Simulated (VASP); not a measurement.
Set up this calculation in VASP 6.6.1, as the native input.

```
Task                   : single point
Functional             : LDA
Potentials or basis    : VASP PAW LDA potentials, release 64 (Ag, Cl)
Cutoff                 : 520 eV
k mesh                 : 2 × 2 × 1
Occupations            : fermi-dirac, width 0.05 eV
Spin                   : no spin polarisation
Dipole correction      : no
Further INCAR settings : ALGO = Normal; EDIFF = 1e-07; NBANDS = 66
```

The structure of AgCl lies in POSCAR:

```
AgCl
1.0
    5.3146610000      0.0000000000      0.0000000000
   -2.2773570000      6.1553540000      0.0000000000
    0.0000000000      0.0000000000     16.3285760000
Ag Cl
6 6
Direct
    0.8588728462      0.9354782844      0.1049448525
    0.6743729919      0.3077970820      0.0789903541
    0.2304925513      0.2276717147      0.2403883841
    0.1982978738      0.7099835363      0.2605187372
    0.7407416472      0.3166349165      0.3700506401
    0.5602403035      0.6832425885      0.3593883508
    0.1969042292      0.3691907890      0.0612423276
    0.3363273091      0.8740683314      0.1226928790
    0.6991842230      0.6281523370      0.2009422010
    0.7261075174      0.1507955513      0.2422501509
    0.0694761977      0.7465858178      0.4029255215
    0.2600837978      0.2966848048      0.4069185212
```

These files were run (other wordings do the same):

INCAR

```
  ALGO = Normal
  EDIFF = 1E-7
  ENCUT = 520
  ISIF = 2
  ISMEAR = -1
  LASPH = T
  LCHARG = F
  LREAL = F
  LWAVE = F
  NBANDS = 66
  NELM = 60
  PREC = Accurate
  SIGMA = 0.05
```

KPOINTS

```
k-points
0
Gamma
  2 2 1
```

Potentials or basis: VASP PAW LDA potentials, release 64 (Ag, Cl).

The run is started by

```sh
$ cat potpaw_LDA.64/Ag/POTCAR potpaw_LDA.64/Cl/POTCAR > POTCAR
$ mpirun -np 1 vasp_std > vasp.out
```

It gave:

```
Largest force          : 1.091 eV/Å
Band gap on the k mesh : 0.95 eV, indirect (least direct gap 1.40 eV)
```

Caveat: the k points lie up to 0.63 Å⁻¹ apart.

Run time: 8.7 min on 1 thread of Oxide Virtual Turin-like Processor, on a shared host, peak memory 0.41 GiB.
